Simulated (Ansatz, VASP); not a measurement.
## One calculation of Ag, two programs

```
CELL_PARAMETERS angstrom
0.00000 2.05190 2.05190
2.05190 0.00000 2.05190
2.05190 2.05190 0.00000
ATOMIC_POSITIONS crystal
Ag 0.00000 0.00000 0.00000
```

Alike in both runs: task single point; functional r2SCAN; k mesh 13 × 13 × 13; occupations fermi-dirac, width 1 eV; no spin polarisation.

```csv
,VASP,Ansatz
version,VASP 6.6.1,Ansatz 0.2.0
potentials or method,"VASP PAW PBE potentials, release 64 (Ag), cutoff 520 eV","plane waves (500 eV) with PAW, scalar-relativistic"
valence electrons in the cell,11,19
```

Ansatz gave:

| Quantity | Value |
| --- | --- |
| pressure (GPa) | 3.7 |

Problem. What did VASP give for the same quantities?

Solution. Pressure (GPa): 3.9.

VASP's potentials were made for PBE, not for r2SCAN. VASP's potentials hold 11 valence electrons a cell and Ansatz's 19, so a difference there can come from the potentials and not from the codes.
